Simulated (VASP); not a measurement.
# Ni (Im-3m) in VASP: notebook

Ni is run at these levels: PBE; tasks: single point.

Program: VASP 6.6.1. These are calculated values, not measurements. Logs are shortened: lines on timing, memory, paths and dates and some standing lists are left out, and cuts for length are marked.

### Step 1. The cell of the first run

The structure is cubic, space group Im-3m (No. 229). The conventional cell has a = 2.063 Å, b = 2.063 Å, c = 2.063 Å, α = 90.00°, β = 90.00°, γ = 90.00°. Within 2.4 Å of Ni (site symmetry m-3m) lie 14 Ni at 1.79 to 2.06 Å.

This isn't the form of Ni at room conditions, which is fcc.

### Step 2. Single point, PBE, collinear spin, ferromagnetic start (4.39 Å³/atom)

Contents of POSCAR:

```
Ni
1.0
   -1.0317084447      1.0317084447      1.0317084447
    1.0317084447     -1.0317084447      1.0317084447
    1.0317084447      1.0317084447     -1.0317084447
Ni
1
Direct
    0.0000000000      0.0000000000      0.0000000000
```

Contents of INCAR.step1:

```
PREC = Accurate ; ENCUT = 520
EDIFF = 1E-6 ; ISMEAR = -1
SIGMA = 0.05 ; LREAL = F
LASPH = T ; NELM = 150
ALGO = Normal ; ISIF = 2
LWAVE = F ; LCHARG = T
ISPIN = 2 ; MAGMOM = 1
LMAXMIX = 4 ; GGA = PE
NBANDS = 15
```

Contents of KPOINTS.step1:

```
Automatic mesh
0
Gamma
  19 19 19
```

Contents of INCAR.step2:

```
PREC = Accurate ; ENCUT = 520
EDIFF = 1E-6 ; ISMEAR = -5
SIGMA = 0.05 ; LREAL = F
LASPH = T ; NELM = 150
ALGO = Normal ; ISIF = 2
LWAVE = F ; LCHARG = F
ISPIN = 2 ; MAGMOM = 1
LORBIT = 11 ; LMAXMIX = 4
GGA = PE ; NBANDS = 15
NEDOS = 2001 ; ICHARG = 11
```

Contents of KPOINTS.step2:

```
Automatic mesh
0
Gamma
  29 29 29
```

Potentials or basis: VASP PAW PBE potentials, release 64 (Ni).

On the command line:

```console
cat potpaw_PBE.64/Ni/POTCAR > POTCAR
cp INCAR.step1 INCAR
cp KPOINTS.step1 KPOINTS
mpirun -np 1 vasp_std > vasp.out
cp INCAR.step2 INCAR
cp KPOINTS.step2 KPOINTS
mpirun -np 1 vasp_std > vasp.out
```

OUTCAR:

```text
PREC = Accurate
   ENCUT = 520
   EDIFF = 1E-6
   ISMEAR = -5
   LREAL = F
   LASPH = T
   NELM = 150
   ISIF = 2
   ISPIN = 2
   LORBIT = 11
   GGA = PE
   ICHARG = 11

 ion  position               nearest neighbor table
   1  0.000  0.000  0.000-

  LATTYP: Found a body centered cubic cell.
 ALAT       =     2.0634168894

  Lattice vectors:

 A1 = (  -1.0317084447,   1.0317084447,   1.0317084447)
 A2 = (   1.0317084447,  -1.0317084447,   1.0317084447)
 A3 = (   1.0317084447,   1.0317084447,  -1.0317084447)

Analysis of symmetry for initial positions (statically):
=====================================================================
 Subroutine PRICEL returns:
 Original cell was already a primitive cell.

 Routine SETGRP: Setting up the symmetry group for a
 body centered cubic supercell.

 Subroutine GETGRP returns: Found 48 space group operations
 (whereof 48 operations were pure point group operations)
 out of a pool of 48 trial point group operations.

The static configuration has the point symmetry O_h .

Analysis of symmetry for dynamics (positions and initial velocities):
=====================================================================
 Subroutine PRICEL returns:
 Original cell was already a primitive cell.

 Routine SETGRP: Setting up the symmetry group for a
 body centered cubic supercell.

 Subroutine GETGRP returns: Found 48 space group operations
 (whereof 48 operations were pure point group operations)
 out of a pool of 48 trial point group operations.

The dynamic configuration has the point symmetry O_h .

Analysis of structural, dynamic, and magnetic symmetry:
=====================================================================
 Subroutine PRICEL returns:
 Original cell was already a primitive cell.

 Routine SETGRP: Setting up the symmetry group for a
 body centered cubic supercell.

 Subroutine GETGRP returns: Found 48 space group operations
 (whereof 48 operations were pure point group operations)
 out of a pool of 48 trial point group operations.

The overall configuration has the point symmetry O_h .

 Subroutine INISYM returns: Found 48 space group operations
 (whereof 48 operations are pure point group operations),
 and found     1 'primitive' translations

----------------------------------------------------------------------------------------

                                     Primitive cell

  volume of cell :       4.3927

  direct lattice vectors                    reciprocal lattice vectors
    -1.031708445  1.031708445  1.031708445     0.000000000  0.484633040  0.484633040
     1.031708445 -1.031708445  1.031708445     0.484633040  0.000000000  0.484633040
     1.031708445  1.031708445 -1.031708445     0.484633040  0.484633040  0.000000000

  length of vectors
     1.786971445  1.786971445  1.786971445     0.685374618  0.685374618  0.685374618

  position of ions in fractional coordinates (direct lattice)
     0.000000000  0.000000000  0.000000000

  ion indices of the primitive-cell ions
   primitive index   ion index
                 1           1

----------------------------------------------------------------------------------------

 KPOINTS: Automatic mesh

Automatic generation of k-mesh.
 Grid dimensions read from file:
 generate k-points for:   29   29   29

 Generating k-lattice:

  Cartesian coordinates                     Fractional coordinates (reciprocal lattice)
     0.000000000  0.016711484  0.016711484     0.034482759  0.000000000  0.000000000
     0.016711484  0.000000000  0.016711484     0.000000000  0.034482759  0.000000000
     0.016711484  0.016711484  0.000000000     0.000000000  0.000000000  0.034482759

  Length of vectors
     0.023633608  0.023633608  0.023633608

  Shift w.r.t. Gamma in fractional coordinates (k-lattice)
     0.000000000  0.000000000  0.000000000

 TETIRR: Found  29434 inequivalent tetrahedra from   146334

 Subroutine IBZKPT returns following result:
 ===========================================

 Found    680 irreducible k-points:

 Following reciprocal coordinates:
            Coordinates               Weight
  0.000000  0.000000  0.000000      1.000000
  0.034483  0.000000  0.000000     12.000000
  0.068966  0.000000  0.000000     12.000000
  0.103448  0.000000  0.000000     12.000000
  0.137931  0.000000  0.000000     12.000000
  0.172414  0.000000  0.000000     12.000000
[... 16 lines left out ...]
  0.275862  0.034483  0.000000     48.000000
  0.310345  0.034483  0.000000     48.000000
 [... further k-points ...]
   k-points           NKPTS =    680   k-points in BZ     NKDIM =    680   number of bands    NBANDS=     15
   number of dos      NEDOS =   2001   number of ions     NIONS =      1
   total plane-waves  NPLWV =   2744
   dimension x,y,z NGX =    14 NGY =   14 NGZ =   14
   dimension x,y,z NGXF=    28 NGYF=   28 NGZF=   28
   ions per type =               1
   NGX,Y,Z   is equivalent  to a cutoff of  13.02, 13.02, 13.02 a.u.
   NGXF,Y,Z  is equivalent  to a cutoff of  26.05, 26.05, 26.05 a.u.
 SYSTEM =  unknown system
   PREC   = accura    normal or accurate (medium, high low for compatibility)
   ISTART =      0    job   : 0-new  1-cont  2-samecut
   ICHARG =     11    charge: 1-file 2-atom 10-const
   ISPIN  =      2    spin polarized calculation?
   LNONCOLLINEAR =      F non collinear calculations
   LSORBIT =      F    spin-orbit coupling
   LASPH  =      T    aspherical Exc in radial PAW
   ENCUT  =  520.0 eV  38.22 Ry    6.18 a.u.   3.32  3.32  3.32*2*pi/ulx,y,z
   NELM   =    150;   NELMIN=  2; NELMDL=  0     # of ELM steps
   EDIFF  = 0.1E-05   stopping-criterion for ELM
   LREAL  =      F    real-space projection
   EDIFFG = 0.1E-04   stopping-criterion for IOM
   NSW    =      0    number of steps for IOM
   IBRION =     -1    ionic relax: 0-MD 1-quasi-New 2-CG
   NFREE  =      0    steps in history (QN), initial steepest desc. (CG)
   ISIF   =      2    stress and relaxation
   ISYM   =      2    0-nonsym 1-usesym 2-fastsym
   POTIM  = 0.5000    time-step for ionic-motion
   TEBEG  =    0.0;   TEEND  =   0.0 temperature during run
   PSTRESS=    0.0 pullay stress
   NELECT =      10.0000    total number of electrons
   NUPDOWN=      -1.0000    fix difference up-down
   EMIN   =  10.00;   EMAX   =-10.00  energy-range for DOS
   EFERMI =   0.00;   METHOD = LEGACY
   ISMEAR =    -5;   SIGMA  =   0.05  broadening in eV -4-tet -1-fermi 0-gaus
   EFERMI_NEDOS =   21; number of points for ismear=-14 and -15
   IALGO  =     38    algorithm
   IMIX   =      4    mixing-type and parameters
     AMIX     =   0.40;   BMIX     =  1.00
     AMIX_MAG =   1.60;   BMIX_MAG =  1.00
  volume/ion in A,a.u.               =       4.39        29.64
  Fermi-wavevector in a.u.,A,eV,Ry     =   2.153597  4.069709 63.103572  4.637982
  Thomas-Fermi vector in A             =   3.129220
   LORBIT       =     11    0 simple, 1 ext, 2 COOP (PROOUT), +10 PAW based schemes
   GGA     = PE    functional components
   LHFCALC =     F    Hartree Fock is set to
   AEXX    =    0.0000 exact exchange contribution
   IVDW    =     0    specifies the selected vdW correction
   LEPSILON=     F    determine dielectric tensor
   LRPA    =     F    only Hartree local field effects (RPA)
 spin polarized calculation
 Fermi weights with tetrahedron method with Bloechl corrections
  energy-cutoff  :      520.00
  volume of cell :        4.39
 maximum number of plane-waves:       135
 NGX is ok and might be reduce to    14

 number of electron       9.9999987 magnetization       0.0000004

 Free energy of the ion-electron system (eV)
  ---------------------------------------------------
  ext. energy  EPLUGINS =         0.00000000
  ---------------------------------------------------
  free energy    TOTEN  =         7.82674384 eV

  energy without entropy =        7.82674384  energy(sigma->0) =        7.82674384

 E-fermi :  30.9547     XC(G=0): -19.5552

 val. band max:       31.0391240286   @ k =  -0.4828   0.4828   0.4483
 cond. band min:      30.9014597416   @ k =  -0.4138   0.4138   0.4138
 fundamental gap:     -0.1376642870
 Fermi energy:        30.9546759981

 spin component 1

 k-point     1 :       0.0000    0.0000    0.0000
  band No.  band energies     occupation
      1      14.8396      1.00000
      2      24.0014      1.00000
      3      24.0014      1.00000
      4      24.0014      1.00000
      5      28.4240      1.00000
      6      28.4240      1.00000
      7      65.0407      0.00000
      8      65.0407      0.00000
      9      65.0407      0.00000
     10      73.9742      0.00000
     11      81.9480      0.00000
     12      81.9480      0.00000
     13      91.2584      0.00000
     14      91.2584      0.00000
     15      91.2584      0.00000

 k-point     2 :       0.0345    0.0000    0.0000
  band No.  band energies     occupation
      1      14.9471      1.00000
      2      23.9505      1.00000
      3      23.9916      1.00000
      4      24.0815      1.00000
      5      28.3622      1.00000
      6      28.4278      1.00000
      7      64.9562      0.00000
      8      65.0537      0.00000
      9      65.1622      0.00000
     10      73.9700      0.00000
     11      81.5288      0.00000
     12      82.1056      0.00000
     13      90.7065      0.00000
     14      90.8357      0.00000
     15      91.8216      0.00000
[... 365 lines left out ...]
      3      25.0027      1.00000
      4      27.8997      1.00000
      5      28.9395      1.00000
      6      29.0980      1.00102
      7      57.0609      0.00000
      8      60.6675      0.00000
      9      71.2031      0.00000
     10      73.6795      0.00000
     11      75.8785      0.00000
     12      82.3144      0.00000
     13      84.4191      0.00000
     14      89.6855      0.00000
     15     101.7876      0.00000

 k-point    24 :       0.3103    0.0345    0.0000
  band No.  band energies     occupation
      1      17.9179      1.00000
      2      21.1955      1.00000
      3      26.0840      1.00000
      4      28.1516      1.00000
      5      29.1118      1.00000
      6      30.0171      1.05689
      7      55.2601      0.00000
      8      59.5821      0.00000
      9      71.8830      0.00000
     10      73.4945      0.00000
     11      74.5543      0.00000
     12      83.3796      0.00000
     13      85.1723      0.00000
     14      89.4061      0.00000
     15     102.7296      0.00000

 [... further k-points ...]

 spin component 2

 k-point     1 :       0.0000    0.0000    0.0000
  band No.  band energies     occupation
      1      14.8396      1.00000
      2      24.0014      1.00000
      3      24.0014      1.00000
      4      24.0014      1.00000
      5      28.4240      1.00000
      6      28.4240      1.00000
      7      65.0407      0.00000
      8      65.0407      0.00000
      9      65.0407      0.00000
     10      73.9742      0.00000
     11      81.9481      0.00000
     12      81.9481      0.00000
     13      91.2584      0.00000
     14      91.2584      0.00000
     15      91.2584      0.00000

 k-point     2 :       0.0345    0.0000    0.0000
  band No.  band energies     occupation
      1      14.9471      1.00000
      2      23.9505      1.00000
      3      23.9916      1.00000
      4      24.0815      1.00000
      5      28.3622      1.00000
      6      28.4278      1.00000
      7      64.9562      0.00000
      8      65.0537      0.00000
      9      65.1622      0.00000
     10      73.9700      0.00000
     11      81.5288      0.00000
     12      82.1057      0.00000
     13      90.7065      0.00000
     14      90.8357      0.00000
     15      91.8216      0.00000
[... 365 lines left out ...]
      3      25.0027      1.00000
      4      27.8997      1.00000
      5      28.9395      1.00000
      6      29.0980      1.00102
      7      57.0609      0.00000
      8      60.6675      0.00000
      9      71.2031      0.00000
     10      73.6795      0.00000
     11      75.8784      0.00000
     12      82.3144      0.00000
     13      84.4191      0.00000
     14      89.6855      0.00000
     15     101.7876      0.00000

 k-point    24 :       0.3103    0.0345    0.0000
  band No.  band energies     occupation
      1      17.9179      1.00000
      2      21.1955      1.00000
      3      26.0840      1.00000
      4      28.1516      1.00000
      5      29.1118      1.00000
      6      30.0171      1.05690
      7      55.2601      0.00000
      8      59.5821      0.00000
      9      71.8830      0.00000
     10      73.4945      0.00000
     11      74.5543      0.00000
     12      83.3795      0.00000
     13      85.1723      0.00000
     14      89.4061      0.00000
     15     102.7296      0.00000

 [... further k-points ...]

------------------------ aborting loop because EDIFF is reached ----------------------------------------

  FORCE on cell =-STRESS in cart. coord.  units (eV):
  Direction    XX          YY          ZZ          XY          YZ          ZX
  --------------------------------------------------------------------------------------
  -------------------------------------------------------------------------------------
  Total       41.0272528     41.0272528     41.0272528      0.0000000      0.0000000      0.0000000
  in kB    14964.1506801  14964.1506801  14964.1506801      0.0000000      0.0000000      0.0000000
  external PRESSURE =   14964.1506801 kB  Pullay stress =       0.0000000 kB

 VOLUME and BASIS-vectors are now :
 -----------------------------------------------------------------------------
  energy-cutoff  :      520.00
  volume of cell :        4.39
      direct lattice vectors                 reciprocal lattice vectors
    -1.031708445  1.031708445  1.031708445     0.000000000  0.484633040  0.484633040
     1.031708445 -1.031708445  1.031708445     0.484633040  0.000000000  0.484633040
     1.031708445  1.031708445 -1.031708445     0.484633040  0.484633040  0.000000000

 POSITION                                       TOTAL-FORCE (eV/Angst)
 -----------------------------------------------------------------------------------
      0.00000      0.00000      0.00000        -0.000000      0.000000     -0.000000
 -----------------------------------------------------------------------------------
    total drift:                               -0.000000     -0.000000     -0.000000

  FREE ENERGIE OF THE ION-ELECTRON SYSTEM (eV)
  ---------------------------------------------------
  free  energy   TOTEN  =         7.8267438413 eV

  energy  without entropy=        7.8267438413  energy(sigma->0) =        7.82674384

 total charge

# of ion       s       p       d       tot
------------------------------------------
    1        1.165   1.941   9.989  13.096

 magnetization (x)

# of ion       s       p       d       tot
------------------------------------------
    1       -0.000  -0.000   0.000   0.000
```

Run time: 2.5 min. Hardware: 1 thread of Intel Xeon 8259CL, shared host; peak memory 0.34 GiB.

What came out:

* Net moment: 0.00 μB per cell

Caveat: tetrahedron occupations give inexact forces and stress in metals.

### Step 3. Single point, PBE, collinear spin, ferromagnetic start (4.39 Å³/atom)

POSCAR is that of step 2.

Contents of INCAR.step1:

```
SYSTEM = Ni
PREC = Accurate
ENCUT = 520
EDIFF = 1E-6
ISMEAR = -1
SIGMA = 0.05
LREAL = .False.
LASPH = .True.
NELM = 150
ALGO = Normal
ISIF = 2
LWAVE = .False.
LCHARG = .True.
ISPIN = 2
MAGMOM = 1
LMAXMIX = 4
GGA = PE
NBANDS = 15
```

Contents of KPOINTS.step1:

```
regular mesh
0
Gamma
  19 19 19
  0 0 0
```

Contents of INCAR.step2:

```
SYSTEM = Ni
PREC = Accurate
ENCUT = 520
EDIFF = 1E-6
ISMEAR = -5
SIGMA = 0.05
LREAL = .False.
LASPH = .True.
NELM = 150
ALGO = Normal
ISIF = 2
LWAVE = .False.
LCHARG = .False.
ISPIN = 2
MAGMOM = 1
LORBIT = 11
LMAXMIX = 4
GGA = PE
NEDOS = 1001
ICHARG = 11
```

Contents of KPOINTS.step2:

```
regular mesh
0
Gamma
  29 29 29
  0 0 0
```

Potentials or basis: VASP PAW PBE potentials, release 64 (Ni).

On the command line:

```console
cat potpaw_PBE.64/Ni/POTCAR > POTCAR
cp INCAR.step1 INCAR
cp KPOINTS.step1 KPOINTS
mpirun -np 1 vasp_std > vasp.out
cp INCAR.step2 INCAR
cp KPOINTS.step2 KPOINTS
mpirun -np 1 vasp_std > vasp.out
```

Run time: 1.7 min. Hardware: 1 thread of Intel Xeon 8259CL, shared host; peak memory 0.26 GiB.

Results (log left out):

```yaml
Net_moment: 0.00 μB per cell
```

Levels at points of the mesh, in eV from the Fermi level:
Spin up:
| k point | band 3 | band 4 | band 5 | band 6 | band 7 | band 8 |
| --- | --- | --- | --- | --- | --- | --- |
| (0.00, 0.00, 0.00) | -6.95 | -6.95 | -2.53 | -2.53 | 34.09 | 34.09 |
Spin down:
| k point | band 3 | band 4 | band 5 | band 6 | band 7 | band 8 |
| --- | --- | --- | --- | --- | --- | --- |
| (0.00, 0.00, 0.00) | -6.95 | -6.95 | -2.53 | -2.53 | 34.09 | 34.09 |

Caveat: tetrahedron occupations give inexact forces and stress in metals.
